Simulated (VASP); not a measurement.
# CsI (P4/mmm) in VASP: further runs, part 3 of 3

VASP 6.6.1. Earlier steps stand in the parts before.

### 4 Single point, r2SCAN (strain -0.0100 x Voigt [0, 0, 1, 0, 0, 0])

The input, POSCAR:

```
CsI
1.0
    4.5667000000      0.0000000000      0.0000000000
    0.0000000000      4.5667000000      0.0000000000
    0.0000000000      0.0000000000      4.5210330000
Cs I
1 1
Direct
    0.0000000000      0.0000000000      0.0000000000
    0.5000000000      0.5000000000      0.5000000000
```

The input, INCAR.step1:

```
PREC     = Accurate       # precision mode
ENCUT    = 550            # plane-wave cutoff, eV
ISMEAR   = 0              # smearing method
SIGMA    = 0.05           # smearing width, eV
LREAL    = False          # projectors in reciprocal space
LASPH    = True           # aspherical terms in the spheres
NELM     = 120            # most SCF steps
NBANDS   = 15             # bands
GGA      = PE             # functional
ALGO     = Normal         # electronic algorithm
EDIFF    = 1E-5           # SCF threshold, eV
LWAVE    = True           # write WAVECAR
LCHARG   = False          # write CHGCAR
GGA_COMPAT= False
```

The input, INCAR.step2:

```
PREC     = Accurate       # precision mode
ENCUT    = 550            # plane-wave cutoff, eV
EDIFF    = 1E-6           # SCF threshold, eV
ISMEAR   = 0              # smearing method
SIGMA    = 0.05           # smearing width, eV
LREAL    = False          # projectors in reciprocal space
LASPH    = True           # aspherical terms in the spheres
NELM     = 120            # most SCF steps
ALGO     = Normal         # electronic algorithm
ISIF     = 2              # what is computed and relaxed
LWAVE    = False          # write WAVECAR
LCHARG   = True           # write CHGCAR
METAGGA  = R2SCAN         # meta-GGA
LMIXTAU  = True         
LELF     = True           # ELF
LVHAR    = True         
NBANDS   = 15             # bands
ISTART   = 1            
GGA_COMPAT= False
```

The input, KPOINTS:

```
Automatic mesh
0
Gamma
  6 6 6
```

Potentials or basis: VASP PAW PBE potentials, release 64 (Cs_sv, I).

On the command line:

```bash
$ cat potpaw_PBE.64/Cs_sv/POTCAR potpaw_PBE.64/I/POTCAR > POTCAR
$ cp INCAR.step1 INCAR
$ mpirun -np 1 vasp_std > vasp.out
$ cp INCAR.step2 INCAR
$ mpirun -np 1 vasp_std > vasp.out
```

OUTCAR:

```text
PREC = Accurate
   ENCUT = 550
   EDIFF = 1E-6
   ISMEAR = 0
   LREAL = False
   LASPH = True
   NELM = 120
   ISIF = 2
   METAGGA = R2SCAN
   ISTART = 1

 ion  position               nearest neighbor table
   1  0.000  0.000  0.000-
   2  0.500  0.500  0.500-

  LATTYP: Found a simple tetragonal cell.
 ALAT       =     4.5667000000
 C/A-ratio  =     0.9900000000

  Lattice vectors:

 A1 = (   4.5667000000,   0.0000000000,   0.0000000000)
 A2 = (   0.0000000000,   4.5667000000,   0.0000000000)
 A3 = (   0.0000000000,   0.0000000000,   4.5210330000)

Analysis of symmetry for initial positions (statically):
=====================================================================
 Subroutine PRICEL returns:
 Original cell was already a primitive cell.

 Routine SETGRP: Setting up the symmetry group for a
 simple tetragonal supercell.

 Subroutine GETGRP returns: Found 16 space group operations
 (whereof 16 operations were pure point group operations)
 out of a pool of 16 trial point group operations.

The static configuration has the point symmetry D_4h.

Analysis of symmetry for dynamics (positions and initial velocities):
=====================================================================
 Subroutine PRICEL returns:
 Original cell was already a primitive cell.

 Routine SETGRP: Setting up the symmetry group for a
 simple tetragonal supercell.

 Subroutine GETGRP returns: Found 16 space group operations
 (whereof 16 operations were pure point group operations)
 out of a pool of 16 trial point group operations.

The dynamic configuration has the point symmetry D_4h.

 Subroutine INISYM returns: Found 16 space group operations
 (whereof 16 operations are pure point group operations),
 and found     1 'primitive' translations

----------------------------------------------------------------------------------------

                                     Primitive cell

  volume of cell :      94.2850

  direct lattice vectors                    reciprocal lattice vectors
     4.566700000  0.000000000  0.000000000     0.218976504  0.000000000  0.000000000
     0.000000000  4.566700000  0.000000000     0.000000000  0.218976504  0.000000000
     0.000000000  0.000000000  4.521033000     0.000000000  0.000000000  0.221188388

  length of vectors
     4.566700000  4.566700000  4.521033000     0.218976504  0.218976504  0.221188388

  position of ions in fractional coordinates (direct lattice)
     0.000000000  0.000000000  0.000000000
     0.500000000  0.500000000  0.500000000

  ion indices of the primitive-cell ions
   primitive index   ion index
                 1           1
                 2           2

----------------------------------------------------------------------------------------

 KPOINTS: Automatic mesh

Automatic generation of k-mesh.
 Grid dimensions read from file:
 generate k-points for:    6    6    6

 Generating k-lattice:

  Cartesian coordinates                     Fractional coordinates (reciprocal lattice)
[... 21 lines left out ...]
  0.166667  0.166667  0.000000      4.000000
  0.333333  0.166667  0.000000      8.000000
[... 16 lines left out ...]
  0.333333  0.000000  0.333333      8.000000
  0.500000  0.000000  0.333333      4.000000
 [... further k-points ...]
   k-points           NKPTS =     40   k-points in BZ     NKDIM =     40   number of bands    NBANDS=     15
   number of dos      NEDOS =    301   number of ions     NIONS =      2
   total plane-waves  NPLWV =  46656
   dimension x,y,z NGX =    36 NGY =   36 NGZ =   36
   dimension x,y,z NGXF=    72 NGYF=   72 NGZF=   72
   ions per type =               1   1
   NGX,Y,Z   is equivalent  to a cutoff of  13.11, 13.11, 13.24 a.u.
   NGXF,Y,Z  is equivalent  to a cutoff of  26.21, 26.21, 26.48 a.u.
 SYSTEM =  unknown system
   PREC   = accura    normal or accurate (medium, high low for compatibility)
   ISTART =      1    job   : 0-new  1-cont  2-samecut
   ICHARG =      0    charge: 1-file 2-atom 10-const
   ISPIN  =      1    spin polarized calculation?
   LNONCOLLINEAR =      F non collinear calculations
   LSORBIT =      F    spin-orbit coupling
   LASPH  =      T    aspherical Exc in radial PAW
   ENCUT  =  550.0 eV  40.42 Ry    6.36 a.u.   8.73  8.73  8.65*2*pi/ulx,y,z
   NELM   =    120;   NELMIN=  2; NELMDL=  0     # of ELM steps
   EDIFF  = 0.1E-05   stopping-criterion for ELM
   LREAL  =      F    real-space projection
   EDIFFG = 0.1E-04   stopping-criterion for IOM
   NSW    =      0    number of steps for IOM
   IBRION =     -1    ionic relax: 0-MD 1-quasi-New 2-CG
   NFREE  =      0    steps in history (QN), initial steepest desc. (CG)
   ISIF   =      2    stress and relaxation
   ISYM   =      2    0-nonsym 1-usesym 2-fastsym
   POTIM  = 0.5000    time-step for ionic-motion
   TEBEG  =    0.0;   TEEND  =   0.0 temperature during run
   PSTRESS=    0.0 pullay stress
   NELECT =      16.0000    total number of electrons
   NUPDOWN=      -1.0000    fix difference up-down
   EMIN   =  10.00;   EMAX   =-10.00  energy-range for DOS
   EFERMI =   0.00;   METHOD = LEGACY
   ISMEAR =     0;   SIGMA  =   0.05  broadening in eV -4-tet -1-fermi 0-gaus
   EFERMI_NEDOS =   21; number of points for ismear=-14 and -15
   IALGO  =     38    algorithm
   IMIX   =      4    mixing-type and parameters
     AMIX     =   0.40;   BMIX     =  1.00
     AMIX_MAG =   1.60;   BMIX_MAG =  1.00
  volume/ion in A,a.u.               =      47.14       318.13
  Fermi-wavevector in a.u.,A,eV,Ry     =   0.906360  1.712772 11.177023  0.821488
  Thomas-Fermi vector in A             =   2.030038
   LORBIT       =      0    0 simple, 1 ext, 2 COOP (PROOUT), +10 PAW based schemes
   METAGGA = R2SCAN    functional components
   LHFCALC =     F    Hartree Fock is set to
   AEXX    =    0.0000 exact exchange contribution
   IVDW    =     0    specifies the selected vdW correction
   LEPSILON=     F    determine dielectric tensor
   LRPA    =     F    only Hartree local field effects (RPA)
 non-spin polarized calculation
 Gauss-broadening in eV      SIGMA  =   0.05
  energy-cutoff  :      550.00
  volume of cell :       94.29
 maximum number of plane-waves:      2800
 NGX is ok and might be reduce to    36
   NGX = 17   NGY = 17   NGZ = 17

 number of electron      16.0000002 magnetization

 Free energy of the ion-electron system (eV)
  ---------------------------------------------------
  ext. energy  EPLUGINS =         0.00000000
  ---------------------------------------------------
  free energy    TOTEN  =       -53.11852237 eV

  energy without entropy =      -53.11852237  energy(sigma->0) =      -53.11852237

 E-fermi :   0.8340     XC(G=0):  -8.1669

 val. band max:        0.6032859268   @ k =   0.5000   0.5000   0.0000
 cond. band min:       5.1537815339   @ k =   0.0000   0.0000   0.0000
 fundamental gap:      4.5504956071
 Fermi energy:         0.8339519757

 k-point     1 :       0.0000    0.0000    0.0000
  band No.  band energies     occupation
      1     -20.3783      2.00000
      2     -10.4091      2.00000
      3      -6.7082      2.00000
      4      -6.7082      2.00000
      5      -6.6962      2.00000
      6       0.4709      2.00000
      7       0.4709      2.00000
      8       0.5188      2.00000
      9       5.1538      0.00000
     10       5.1654      0.00000
     11       5.2280      0.00000
     12       8.9427      0.00000
     13       9.0207      0.00000
     14       9.0207      0.00000
[... 401 lines left out ...]
      2     -10.2773      2.00000
      3      -7.0028      2.00000
      4      -6.9894      2.00000
      5      -6.6091      2.00000
      6      -0.4801      2.00000
      7      -0.1813      2.00000
      8       0.4906      2.00000
      9       5.6945      0.00000
     10       6.3620      0.00000
     11       7.5265      0.00000
     12       7.5990      0.00000
     13       8.8889      0.00000
     14      10.4654      0.00000
     15      10.6360      0.00000

 [... further k-points ...]

------------------------ aborting loop because EDIFF is reached ----------------------------------------

  FORCE on cell =-STRESS in cart. coord.  units (eV):
  Direction    XX          YY          ZZ          XY          YZ          ZX
  --------------------------------------------------------------------------------------
  -------------------------------------------------------------------------------------
  Total        0.2932600      0.2932600      0.4039913      0.0000000      0.0000000      0.0000000
  in kB        4.9833436      4.9833436      6.8649905      0.0000000      0.0000000      0.0000000
  external PRESSURE =       5.6105592 kB  Pullay stress =       0.0000000 kB

 VOLUME and BASIS-vectors are now :
 -----------------------------------------------------------------------------
  energy-cutoff  :      550.00
  volume of cell :       94.29
      direct lattice vectors                 reciprocal lattice vectors
     4.566700000  0.000000000  0.000000000     0.218976504  0.000000000  0.000000000
     0.000000000  4.566700000  0.000000000     0.000000000  0.218976504  0.000000000
     0.000000000  0.000000000  4.521033000     0.000000000  0.000000000  0.221188388

 POSITION                                       TOTAL-FORCE (eV/Angst)
 -----------------------------------------------------------------------------------
      0.00000      0.00000      0.00000         0.000000      0.000000      0.000000
      2.28335      2.28335      2.26052         0.000000      0.000000      0.000000
 -----------------------------------------------------------------------------------
    total drift:                                0.000000      0.000000      0.000000

  FREE ENERGIE OF THE ION-ELECTRON SYSTEM (eV)
  ---------------------------------------------------
  free  energy   TOTEN  =       -53.1185223748 eV

  energy  without entropy=      -53.1185223748  energy(sigma->0) =      -53.11852237
```

Wall time 77 s (1 thread of Intel Xeon 6975P-C (Granite Rapids), shared host); peak memory 0.25 GiB.

Results:

```
Free energy            : -53.1185 eV
Pressure               : 0.6 GPa
Band gap on the k mesh : 4.55 eV (least direct gap 4.63 eV)
```

Stress tensor (GPa, compression positive):
```
0.50 0.00 0.00
0.00 0.50 0.00
0.00 0.00 0.69
```

Levels at points of the mesh, in eV from the valence-band top:
| k point | band 5 | band 6 | band 7 | band 8 | band 9 | band 10 | band 11 | band 12 |
| --- | --- | --- | --- | --- | --- | --- | --- | --- |
| (0.00, 0.00, 0.00) | -7.30 | -0.13 | -0.13 | -0.08 | 4.55 | 4.56 | 4.62 | 8.34 |
| (0.50, 0.00, 0.00) | -7.24 | -1.60 | -0.30 | -0.24 | 5.61 | 7.15 | 7.33 | 7.34 |
| (0.50, 0.50, 0.00) | -7.20 | -0.91 | -0.91 | 0.00 | 4.72 | 5.54 | 6.70 | 6.70 |
| (0.00, 0.00, 0.50) | -7.24 | -1.61 | -0.29 | -0.29 | 5.64 | 7.18 | 7.30 | 7.40 |
| (0.50, 0.00, 0.50) | -7.20 | -0.93 | -0.90 | -0.04 | 4.73 | 5.47 | 6.60 | 6.63 |
| (0.50, 0.50, 0.50) | -7.56 | -1.39 | -1.37 | -1.37 | 7.73 | 7.73 | 7.79 | 8.52 |

Caveat: the cell differs from its parent crystal (strain -0.0100 x Voigt [0, 0, 1, 0, 0, 0]); the PAW data sets were made with another functional, which shifts forces and pressure a little; spin-orbit coupling is left out, which moves the levels of the heavy elements. A k mesh can miss the band edges.

### 5 Overview

| cell | gap on the mesh (eV) | pressure (GPa) |
| --- | --- | --- |
| a = 4.567, b = 4.567, c = 4.475 Å, 2 atoms | 4.49 | 0.7 |
| a = 4.567, b = 4.567, c = 4.498 Å, 2 atoms | 4.52 | 0.6 |
| a = 4.567, b = 4.567, c = 4.521 Å, 2 atoms | 4.55 | 0.6 |

Alike in all rows: task single point; level r2SCAN; potentials or basis VASP PAW PBE potentials, release 64 (Cs_sv, I); no spin polarisation; k mesh 6 × 6 × 6; cutoff (eV) 550; smearing gaussian 0.05 eV.

Caveats: the PAW data sets were made with another functional, which shifts forces and pressure a little; spin-orbit coupling is left out, which moves the levels of the heavy elements.

Total energies depend on the potentials used, so only differences within one code and one set of settings carry meaning.
